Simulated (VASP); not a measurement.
# Hf3BiPt (Pm-3m) in VASP: notebook

The runs below take Hf3BiPt through single point, with PBE.

Everything below comes from runs of VASP 6.6.1. Logs are shortened: lines on timing, memory, paths and dates and some standing lists are left out, and cuts for length are marked.

## Step 1: The cell of the first run

It takes space group Pm-3m (No. 221, cubic). The conventional cell has a = 4.629 Å, b = 4.629 Å, c = 4.629 Å, α = 90.00°, β = 90.00°, γ = 90.00°. Within 3.1 Å of Hf (site symmetry 4/mmm) lie 2 Pt at 2.31 Å. Bi (site symmetry m-3m) has 12 Hf at 3.27 Å and 8 Pt at 4.01 Å within 4.3 Å. Within 3.1 Å of Pt (site symmetry m-3m) lie 6 Hf at 2.31 Å.

## Step 2: Single point, PBE

INCAR reads:

```
ALGO = Normal
EDIFF = 1E-7
ENCUT = 520
GGA = PE
ISIF = 2
ISMEAR = 0
LASPH = T
LCHARG = T
LELF = T
LREAL = F
LVHAR = T
LWAVE = F
NBANDS = 36
NELM = 100
PREC = Accurate
SIGMA = 0.1
```

KPOINTS reads:

```
k-points
0
Gamma
  4 4 4
```

POSCAR reads:

```
Hf3BiPt
1.0
    4.6293872533      0.0000000000      0.0000000000
    0.0000000000      4.6293872533      0.0000000000
    0.0000000000      0.0000000000      4.6293872533
Hf Bi Pt
3 1 1
Direct
    0.0000000000      0.5000000000      0.5000000000
    0.5000000000      0.0000000000      0.5000000000
    0.5000000000      0.5000000000      0.0000000000
    0.0000000000      0.0000000000      0.0000000000
    0.5000000000      0.5000000000      0.5000000000
```

Potentials or basis: VASP PAW PBE potentials, release 64 (Hf_pv, Bi_d, Pt).

Started as:

```bash
$ cat potpaw_PBE.64/Hf_pv/POTCAR potpaw_PBE.64/Bi_d/POTCAR potpaw_PBE.64/Pt/POTCAR > POTCAR
$ mpirun -np 1 vasp_std > vasp.out
```

OUTCAR:

```text
EDIFF = 1E-7
   ENCUT = 520
   GGA = PE
   ISIF = 2
   ISMEAR = 0
   LASPH = T
   LREAL = F
   NELM = 100
   PREC = Accurate

 ion  position               nearest neighbor table
   1  0.000  0.500  0.500-   5 2.31   5 2.31   4 3.27   2 3.27   3 3.27   4 3.27   2 3.27   4 3.27
                             4 3.27   2 3.27   3 3.27   3 3.27   3 3.27   2 3.27
   2  0.500  0.000  0.500-   5 2.31   5 2.31   4 3.27   1 3.27   3 3.27   4 3.27   1 3.27   3 3.27
                             3 3.27   3 3.27   1 3.27   4 3.27   4 3.27   1 3.27
   3  0.500  0.500  0.000-   5 2.31   5 2.31   4 3.27   1 3.27   1 3.27   2 3.27   2 3.27   2 3.27
                             4 3.27   2 3.27   1 3.27   4 3.27   1 3.27   4 3.27
   4  0.000  0.000  0.000-   1 3.27   2 3.27   3 3.27   1 3.27   2 3.27   1 3.27   3 3.27   1 3.27
                             2 3.27   3 3.27   2 3.27   3 3.27
   5  0.500  0.500  0.500-   1 2.31   2 2.31   3 2.31   3 2.31   2 2.31   1 2.31

  LATTYP: Found a simple cubic cell.
 ALAT       =     4.6293872533

  Lattice vectors:

 A1 = (   4.6293872533,   0.0000000000,   0.0000000000)
 A2 = (   0.0000000000,   4.6293872533,   0.0000000000)
 A3 = (   0.0000000000,   0.0000000000,   4.6293872533)

Analysis of symmetry for initial positions (statically):
=====================================================================
 Subroutine PRICEL returns:
 Original cell was already a primitive cell.

 Routine SETGRP: Setting up the symmetry group for a
 simple cubic supercell.

 Subroutine GETGRP returns: Found 48 space group operations
 (whereof 48 operations were pure point group operations)
 out of a pool of 48 trial point group operations.

The static configuration has the point symmetry O_h .

Analysis of symmetry for dynamics (positions and initial velocities):
=====================================================================
 Subroutine PRICEL returns:
 Original cell was already a primitive cell.

 Routine SETGRP: Setting up the symmetry group for a
 simple cubic supercell.

 Subroutine GETGRP returns: Found 48 space group operations
 (whereof 48 operations were pure point group operations)
 out of a pool of 48 trial point group operations.

The dynamic configuration has the point symmetry O_h .

 Subroutine INISYM returns: Found 48 space group operations
 (whereof 48 operations are pure point group operations),
 and found     1 'primitive' translations

----------------------------------------------------------------------------------------

[... 85 lines left out ...]
   EDIFFG = 0.1E-05   stopping-criterion for IOM
   NSW    =      0    number of steps for IOM
   IBRION =     -1    ionic relax: 0-MD 1-quasi-New 2-CG
   NFREE  =      0    steps in history (QN), initial steepest desc. (CG)
   ISIF   =      2    stress and relaxation
   ISYM   =      2    0-nonsym 1-usesym 2-fastsym
   POTIM  = 0.5000    time-step for ionic-motion
   TEBEG  =    0.0;   TEEND  =   0.0 temperature during run
   PSTRESS=    0.0 pullay stress
   NELECT =      55.0000    total number of electrons
   NUPDOWN=      -1.0000    fix difference up-down
   EMIN   =  10.00;   EMAX   =-10.00  energy-range for DOS
   EFERMI =   0.00;   METHOD = LEGACY
   ISMEAR =     0;   SIGMA  =   0.10  broadening in eV -4-tet -1-fermi 0-gaus
   EFERMI_NEDOS =   21; number of points for ismear=-14 and -15
   IALGO  =     38    algorithm
   IMIX   =      4    mixing-type and parameters
     AMIX     =   0.40;   BMIX     =  1.00
     AMIX_MAG =   1.60;   BMIX_MAG =  1.00
  volume/ion in A,a.u.               =      19.84       133.91
  Fermi-wavevector in a.u.,A,eV,Ry     =   1.344845  2.541388 24.607605  1.808608
  Thomas-Fermi vector in A             =   2.472806
   LORBIT       =      0    0 simple, 1 ext, 2 COOP (PROOUT), +10 PAW based schemes
   GGA     = PE    functional components
   LHFCALC =     F    Hartree Fock is set to
   AEXX    =    0.0000 exact exchange contribution
   IVDW    =     0    specifies the selected vdW correction
   LEPSILON=     F    determine dielectric tensor
   LRPA    =     F    only Hartree local field effects (RPA)
 non-spin polarized calculation
 Gauss-broadening in eV      SIGMA  =   0.10
  energy-cutoff  :      520.00
  volume of cell :       99.21
 maximum number of plane-waves:      2721
 NGX is ok and might be reduce to    36
   NGX = 17   NGY = 17   NGZ = 17

 number of electron      54.9999993 magnetization

 Free energy of the ion-electron system (eV)
  ---------------------------------------------------
  ext. energy  EPLUGINS =         0.00000000
  ---------------------------------------------------
  free energy    TOTEN  =       -35.61716180 eV

  energy without entropy =      -35.57515591  energy(sigma->0) =      -35.59615885

 E-fermi :   8.5444     XC(G=0): -11.8589

 val. band max:        8.5346222941   @ k =   0.5000   0.2500   0.0000
 cond. band min:       8.5582581203   @ k =   0.2500   0.2500   0.0000
 fundamental gap:      0.0236358262
 Fermi energy:         8.5443720782

 k-point     1 :       0.0000    0.0000    0.0000
  band No.  band energies     occupation
      1     -22.8790      2.00000
      2     -22.8790      2.00000
      3     -22.8790      2.00000
      4     -22.4916      2.00000
      5     -22.4916      2.00000
      6     -22.4916      2.00000
[... 379 lines left out ...]
     35      11.1676      0.00000
     36      11.1676      0.00000

------------------------ aborting loop because EDIFF is reached ----------------------------------------

  FORCE on cell =-STRESS in cart. coord.  units (eV):
  Direction    XX          YY          ZZ          XY          YZ          ZX
  --------------------------------------------------------------------------------------
  -------------------------------------------------------------------------------------
  Total       31.0329386     31.0329386     31.0329386      0.0000000     -0.0000000     -0.0000000
  in kB      501.1444781    501.1444781    501.1444781      0.0000000     -0.0000000     -0.0000000
  external PRESSURE =     501.1444781 kB  Pullay stress =       0.0000000 kB

 VOLUME and BASIS-vectors are now :
 -----------------------------------------------------------------------------
  energy-cutoff  :      520.00
  volume of cell :       99.21
      direct lattice vectors                 reciprocal lattice vectors
     4.629387253  0.000000000  0.000000000     0.216011309  0.000000000  0.000000000
     0.000000000  4.629387253  0.000000000     0.000000000  0.216011309  0.000000000
     0.000000000  0.000000000  4.629387253     0.000000000  0.000000000  0.216011309

 POSITION                                       TOTAL-FORCE (eV/Angst)
 -----------------------------------------------------------------------------------
      0.00000      2.31469      2.31469         0.000000      0.000000      0.000000
      2.31469      0.00000      2.31469         0.000000      0.000000      0.000000
      2.31469      2.31469      0.00000         0.000000      0.000000      0.000000
      0.00000      0.00000      0.00000         0.000000      0.000000      0.000000
      2.31469      2.31469      2.31469         0.000000      0.000000      0.000000
 -----------------------------------------------------------------------------------
    total drift:                                0.000000      0.000000      0.000000

  FREE ENERGIE OF THE ION-ELECTRON SYSTEM (eV)
  ---------------------------------------------------
  free  energy   TOTEN  =       -35.6171618020 eV

  energy  without entropy=      -35.5751559051  energy(sigma->0) =      -35.59615885
```

OSZICAR:

```text
N       E                     dE             d eps       ncg     rms          rms(c)
DAV:   1     0.446360837071E+03    0.44636E+03   -0.28828E+04   720   0.163E+03
DAV:   2     0.368152995107E+01   -0.44268E+03   -0.42797E+03   740   0.441E+02
DAV:   3    -0.355841063350E+02   -0.39266E+02   -0.37797E+02   880   0.116E+02
DAV:   4    -0.371864395861E+02   -0.16023E+01   -0.15614E+01   928   0.214E+01
DAV:   5    -0.372309082738E+02   -0.44469E-01   -0.44361E-01  1036   0.377E+00    0.116E+02
DAV:   6    -0.360421282133E+02    0.11888E+01   -0.11999E+00   896   0.579E+00    0.669E+01
DAV:   7    -0.356494275044E+02    0.39270E+00   -0.15327E+00   828   0.734E+00    0.318E+00
DAV:   8    -0.356219556154E+02    0.27472E-01   -0.13469E-01   884   0.219E+00    0.202E+00
DAV:   9    -0.356174520437E+02    0.45036E-02   -0.28718E-02   828   0.953E-01    0.637E-01
DAV:  10    -0.356171666911E+02    0.28535E-03   -0.15301E-03   908   0.221E-01    0.912E-02
DAV:  11    -0.356171625112E+02    0.41798E-05   -0.15674E-04   920   0.521E-02    0.113E-01
DAV:  12    -0.356171648775E+02   -0.23663E-05   -0.35003E-05   928   0.263E-02    0.491E-02
DAV:  13    -0.356171622472E+02    0.26304E-05   -0.20463E-06   860   0.772E-03    0.138E-02
DAV:  14    -0.356171617984E+02    0.44881E-06   -0.51011E-07   788   0.382E-03    0.130E-03
DAV:  15    -0.356171618020E+02   -0.36543E-08   -0.33984E-08   492   0.129E-03
   1 F= -.35617162E+02 E0= -.35596159E+02  d E =-.420059E-01
```

Run time: 31 s. Hardware: 1 thread of Intel Xeon Platinum 8375C at 2.90GHz (Ice Lake), shared host; peak memory 0.22 GiB.

Results:

| Quantity | Value |
| --- | --- |
| Free energy | -35.6172 eV |
| Pressure | 50.1 GPa |

Caveat: spin-orbit coupling is left out, which moves the levels of the heavy elements.

## Step 3: Single point, PBE

This run uses another cell than the first one, of 26.59 Å³/atom, 1.340 times its volume.

INCAR reads:

```
SYSTEM = Hf3BiPt
PREC = Accurate
ENCUT = 520
EDIFF = 1E-6
ISMEAR = 0
SIGMA = 0.1
LREAL = .False.
LASPH = .True.
NELM = 60
ALGO = Normal
ISIF = 2
LWAVE = .False.
LCHARG = .False.
GGA = PE
NBANDS = 36
```

KPOINTS reads:

```
Automatic mesh
0
Gamma
  4 4 4
  0 0 0
```

POSCAR, as its differences from that of step 2:

```diff
@@ -2,5 +2,5 @@
 1.0
-    4.6293872533      0.0000000000      0.0000000000
-    0.0000000000      4.6293872533      0.0000000000
-    0.0000000000      0.0000000000      4.6293872533
+    5.1037385832      0.0000000000      0.0000000000
+    0.0000000000      5.1037385832      0.0000000000
+    0.0000000000      0.0000000000      5.1037385832
 Hf Bi Pt
```

Potentials or basis: VASP PAW PBE potentials, release 64 (Hf_pv, Bi_d, Pt).

Started as:

```bash
$ cat potpaw_PBE.64/Hf_pv/POTCAR potpaw_PBE.64/Bi_d/POTCAR potpaw_PBE.64/Pt/POTCAR > POTCAR
$ mpirun -np 1 vasp_std > vasp.out
```

OUTCAR:

```text
SYSTEM = Hf3BiPt
   PREC = Accurate
   ENCUT = 520
   EDIFF = 1E-6
   ISMEAR = 0
   LREAL = .False.
   LASPH = .True.
   NELM = 60
   ISIF = 2
   GGA = PE

 ion  position               nearest neighbor table
   1  0.000  0.500  0.500-   5 2.55   5 2.55   4 3.61   2 3.61   3 3.61   4 3.61   2 3.61   4 3.61
                             4 3.61   2 3.61   3 3.61   3 3.61   3 3.61   2 3.61
   2  0.500  0.000  0.500-   5 2.55   5 2.55   4 3.61   1 3.61   3 3.61   4 3.61   1 3.61   3 3.61
                             3 3.61   3 3.61   1 3.61   4 3.61   4 3.61   1 3.61
   3  0.500  0.500  0.000-   5 2.55   5 2.55   4 3.61   1 3.61   1 3.61   2 3.61   2 3.61   2 3.61
                             4 3.61   2 3.61   1 3.61   4 3.61   1 3.61   4 3.61
   4  0.000  0.000  0.000-   1 3.61   2 3.61   3 3.61   1 3.61   2 3.61   1 3.61   3 3.61   1 3.61
                             2 3.61   3 3.61   2 3.61   3 3.61
   5  0.500  0.500  0.500-   1 2.55   2 2.55   3 2.55   3 2.55   2 2.55   1 2.55

  LATTYP: Found a simple cubic cell.
 ALAT       =     5.1037385832

  Lattice vectors:

 A1 = (   5.1037385832,   0.0000000000,   0.0000000000)
 A2 = (   0.0000000000,   5.1037385832,   0.0000000000)
 A3 = (   0.0000000000,   0.0000000000,   5.1037385832)

Analysis of symmetry for initial positions (statically):
=====================================================================
 Subroutine PRICEL returns:
 Original cell was already a primitive cell.

 Routine SETGRP: Setting up the symmetry group for a
 simple cubic supercell.

 Subroutine GETGRP returns: Found 48 space group operations
 (whereof 48 operations were pure point group operations)
 out of a pool of 48 trial point group operations.

The static configuration has the point symmetry O_h .

Analysis of symmetry for dynamics (positions and initial velocities):
=====================================================================
 Subroutine PRICEL returns:
 Original cell was already a primitive cell.

 Routine SETGRP: Setting up the symmetry group for a
 simple cubic supercell.

 Subroutine GETGRP returns: Found 48 space group operations
 (whereof 48 operations were pure point group operations)
 out of a pool of 48 trial point group operations.

The dynamic configuration has the point symmetry O_h .

 Subroutine INISYM returns: Found 48 space group operations
 (whereof 48 operations are pure point group operations),
 and found     1 'primitive' translations

----------------------------------------------------------------------------------------

                                     Primitive cell

  volume of cell :     132.9429

  direct lattice vectors                    reciprocal lattice vectors
     5.103738583  0.000000000  0.000000000     0.195934800  0.000000000  0.000000000
     0.000000000  5.103738583  0.000000000     0.000000000  0.195934800  0.000000000
     0.000000000  0.000000000  5.103738583     0.000000000  0.000000000  0.195934800

  length of vectors
     5.103738583  5.103738583  5.103738583     0.195934800  0.195934800  0.195934800

  position of ions in fractional coordinates (direct lattice)
     0.000000000  0.500000000  0.500000000
     0.500000000  0.000000000  0.500000000
     0.500000000  0.500000000  0.000000000
     0.000000000  0.000000000  0.000000000
     0.500000000  0.500000000  0.500000000

  ion indices of the primitive-cell ions
   primitive index   ion index
                 1           1
                 2           2
                 3           3
                 4           4
                 5           5

[... 34 lines left out ...]
  0.250000  0.250000  0.250000      8.000000
  0.500000  0.250000  0.250000     12.000000
  0.500000  0.500000  0.250000      6.000000
  0.500000  0.500000  0.500000      1.000000
   k-points           NKPTS =     10   k-points in BZ     NKDIM =     10   number of bands    NBANDS=     36
   number of dos      NEDOS =    301   number of ions     NIONS =      5
   total plane-waves  NPLWV =  64000
   dimension x,y,z NGX =    40 NGY =   40 NGZ =   40
   dimension x,y,z NGXF=    80 NGYF=   80 NGZF=   80
   ions per type =               3   1   1
   NGX,Y,Z   is equivalent  to a cutoff of  13.03, 13.03, 13.03 a.u.
   NGXF,Y,Z  is equivalent  to a cutoff of  26.06, 26.06, 26.06 a.u.
 SYSTEM =  Hf3BiPt
   PREC   = accura    normal or accurate (medium, high low for compatibility)
   ISTART =      0    job   : 0-new  1-cont  2-samecut
   ICHARG =      2    charge: 1-file 2-atom 10-const
   ISPIN  =      1    spin polarized calculation?
   LNONCOLLINEAR =      F non collinear calculations
   LSORBIT =      F    spin-orbit coupling
   LASPH  =      T    aspherical Exc in radial PAW
   ENCUT  =  520.0 eV  38.22 Ry    6.18 a.u.   9.49  9.49  9.49*2*pi/ulx,y,z
   NELM   =     60;   NELMIN=  2; NELMDL= -5     # of ELM steps
   EDIFF  = 0.1E-05   stopping-criterion for ELM
   LREAL  =      F    real-space projection
   EDIFFG = 0.1E-04   stopping-criterion for IOM
   NSW    =      0    number of steps for IOM
   IBRION =     -1    ionic relax: 0-MD 1-quasi-New 2-CG
   NFREE  =      0    steps in history (QN), initial steepest desc. (CG)
   ISIF   =      2    stress and relaxation
   ISYM   =      2    0-nonsym 1-usesym 2-fastsym
   POTIM  = 0.5000    time-step for ionic-motion
   TEBEG  =    0.0;   TEEND  =   0.0 temperature during run
   PSTRESS=    0.0 pullay stress
   NELECT =      55.0000    total number of electrons
   NUPDOWN=      -1.0000    fix difference up-down
   EMIN   =  10.00;   EMAX   =-10.00  energy-range for DOS
   EFERMI =   0.00;   METHOD = LEGACY
   ISMEAR =     0;   SIGMA  =   0.10  broadening in eV -4-tet -1-fermi 0-gaus
   EFERMI_NEDOS =   21; number of points for ismear=-14 and -15
   IALGO  =     38    algorithm
   IMIX   =      4    mixing-type and parameters
     AMIX     =   0.40;   BMIX     =  1.00
     AMIX_MAG =   1.60;   BMIX_MAG =  1.00
  volume/ion in A,a.u.               =      26.59       179.43
  Fermi-wavevector in a.u.,A,eV,Ry     =   1.219852  2.305187 20.246014  1.488040
  Thomas-Fermi vector in A             =   2.355090
   LORBIT       =      0    0 simple, 1 ext, 2 COOP (PROOUT), +10 PAW based schemes
   GGA     = PE    functional components
   LHFCALC =     F    Hartree Fock is set to
   AEXX    =    0.0000 exact exchange contribution
   IVDW    =     0    specifies the selected vdW correction
   LEPSILON=     F    determine dielectric tensor
   LRPA    =     F    only Hartree local field effects (RPA)
 non-spin polarized calculation
 Gauss-broadening in eV      SIGMA  =   0.10
  energy-cutoff  :      520.00
  volume of cell :      132.94
 maximum number of plane-waves:      3695
 NGX is ok and might be reduce to    40
   NGX = 19   NGY = 19   NGZ = 19

 number of electron      55.0000006 magnetization

 Free energy of the ion-electron system (eV)
  ---------------------------------------------------
  ext. energy  EPLUGINS =         0.00000000
  ---------------------------------------------------
  free energy    TOTEN  =       -39.71380614 eV

  energy without entropy =      -39.67629473  energy(sigma->0) =      -39.69505044

 E-fermi :   5.6868     XC(G=0): -10.4660

 val. band max:        5.6819803014   @ k =   0.5000   0.2500   0.0000
 cond. band min:       5.6972865740   @ k =   0.2500   0.2500   0.2500
 fundamental gap:      0.0153062727
 Fermi energy:         5.6867797014

 k-point     1 :       0.0000    0.0000    0.0000
  band No.  band energies     occupation
      1     -26.2304      2.00000
      2     -26.2304      2.00000
      3     -26.2304      2.00000
      4     -26.1860      2.00000
      5     -26.1860      2.00000
      6     -26.1860      2.00000
[... 379 lines left out ...]
     35       7.5653      0.00000
     36       7.5653      0.00000

------------------------ aborting loop because EDIFF is reached ----------------------------------------

  FORCE on cell =-STRESS in cart. coord.  units (eV):
  Direction    XX          YY          ZZ          XY          YZ          ZX
  --------------------------------------------------------------------------------------
  -------------------------------------------------------------------------------------
  Total       -0.6068293     -0.6068293     -0.6068293      0.0000000      0.0000000     -0.0000000
  in kB       -7.3132740     -7.3132740     -7.3132740      0.0000000      0.0000000     -0.0000000
  external PRESSURE =      -7.3132740 kB  Pullay stress =       0.0000000 kB

 VOLUME and BASIS-vectors are now :
 -----------------------------------------------------------------------------
  energy-cutoff  :      520.00
  volume of cell :      132.94
      direct lattice vectors                 reciprocal lattice vectors
     5.103738583  0.000000000  0.000000000     0.195934800  0.000000000  0.000000000
     0.000000000  5.103738583  0.000000000     0.000000000  0.195934800  0.000000000
     0.000000000  0.000000000  5.103738583     0.000000000  0.000000000  0.195934800

 POSITION                                       TOTAL-FORCE (eV/Angst)
 -----------------------------------------------------------------------------------
      0.00000      2.55187      2.55187         0.000000      0.000000      0.000000
      2.55187      0.00000      2.55187         0.000000      0.000000      0.000000
      2.55187      2.55187      0.00000         0.000000      0.000000      0.000000
      0.00000      0.00000      0.00000         0.000000      0.000000      0.000000
      2.55187      2.55187      2.55187         0.000000      0.000000      0.000000
 -----------------------------------------------------------------------------------
    total drift:                               -0.000000     -0.000000     -0.000000

  FREE ENERGIE OF THE ION-ELECTRON SYSTEM (eV)
  ---------------------------------------------------
  free  energy   TOTEN  =       -39.7138061448 eV

  energy  without entropy=      -39.6762947314  energy(sigma->0) =      -39.69505044
```

It took 40 s on 1 thread of Intel Xeon Platinum 8375C at 2.90GHz (Ice Lake), shared host; peak memory 0.26 GiB.

Results:

| Item | Value |
| --- | --- |
| Free energy | -39.7138 eV |
| Pressure | -0.7 GPa |

Caveat: spin-orbit coupling is left out, which moves the levels of the heavy elements.
